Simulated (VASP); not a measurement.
Crystal: AlN.

```
Al N
1.0
     0.00000    2.02262    2.02262
     2.02262    0.00000    2.02262
     2.02262    2.02262    0.00000
Al N
1 1
Direct
  0.00000 0.00000 0.00000
  0.50000 0.50000 0.50000
```

Base run:

```yaml
Program: VASP 6.6.1
Functional: PBEsol
Potentials_or_basis: VASP PAW PBE potentials, release 64 (Al, N)
Cutoff: 600 eV
k_mesh: 10 × 10 × 10
Occupations: gaussian, width 0.02 eV
Spin: no spin polarisation
```

Its results: band gap on the k mesh 4.54 eV, indirect (least direct gap 5.65 eV); pressure -0.3 GPa.

Task: The run is repeated on the same cell with these changes: functional from PBEsol to r2SCAN; cutoff from 600 eV to 660 eV. What comes out?

Result: Band gap on the k mesh 5.47 eV, indirect (least direct gap 6.50 eV); pressure -2.2 GPa.

r2SCAN gives the wider gap, since meta-GGAs in the generalised Kohn-Sham scheme recover part of the derivative discontinuity.

Caveats: the PAW data sets were made with another functional, which shifts forces and pressure a little.

A k mesh can miss the band edges.
